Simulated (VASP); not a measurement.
The system is AgO2.

```
CELL_PARAMETERS angstrom
5.27000 0.00000 0.00000
0.00000 5.27000 0.00000
0.00000 0.00000 5.27000
ATOMIC_POSITIONS crystal
Ag 0.50000 0.50000 0.00000
Ag 0.00000 0.50000 0.50000
Ag 0.00000 0.00000 0.00000
Ag 0.50000 0.00000 0.50000
O 0.92700 0.07300 0.57300
O 0.07300 0.92700 0.42700
O 0.57300 0.57300 0.57300
O 0.42700 0.42700 0.42700
O 0.57300 0.92700 0.07300
O 0.42700 0.07300 0.92700
O 0.07300 0.57300 0.92700
O 0.92700 0.42700 0.07300
```

```yaml
Program: VASP 6.6.1
Task: relaxation of cell and atoms
Functional: PBE
Potentials_or_basis: VASP PAW PBE potentials, release 64 (Ag, O)
Cutoff: 600 eV
k_mesh: 3 × 3 × 3
Occupations: gaussian, width 0.2 eV
Spin: no spin polarisation
```

At the start: pressure 10.2 GPa; volume 12.20 Å³/atom.

Q: How do energy, volume and symmetry change on relaxing?

A: Over 7 steps the energy falls by 38.9 meV/atom and the volume is 12.95 Å³/atom (+6.2 %); space group Pa-3 (No. 205, to 0.05 Å).

Step by step:
| step | energy change (eV) | largest force (eV/Å) | pressure (GPa) | volume (Å³) |
| --- | --- | --- | --- | --- |
| 1 | 0.0000 | 2.3977 | 10.19 | 146.36 |
| 2 | 1.1771 | 2.7531 | -10.26 | 163.42 |
| 3 | -0.4271 | 0.4062 | 1.35 | 151.30 |
| 4 | -0.4301 | 0.2759 | 1.82 | 150.97 |
| 5 | -0.4304 | 0.2272 | 1.99 | 150.85 |
| 6 | -0.4640 | 0.1150 | 0.38 | 154.06 |
| 7 | -0.4670 | 0.0701 | -0.19 | 155.36 |

Final structure:
```
Ag O
1.0
     5.37590    0.00000    0.00000
     0.00000    5.37590    0.00000
     0.00000    0.00000    5.37590
Ag O
4 8
Direct
  0.50000 0.50000 0.00000
  0.00000 0.50000 0.50000
  0.00000 0.00000 0.00000
  0.50000 0.00000 0.50000
  0.92439 0.07561 0.57561
  0.07561 0.92439 0.42439
  0.57561 0.57561 0.57561
  0.42439 0.42439 0.42439
  0.57561 0.92439 0.07561
  0.42439 0.07561 0.92439
  0.07561 0.57561 0.92439
  0.92439 0.42439 0.07561
```

Caveat: the k points lie up to 0.39 Å⁻¹ apart in the final cell; the relaxation stopped at a loose force limit of 0.08 eV/Å, so its end isn't a converged minimum.
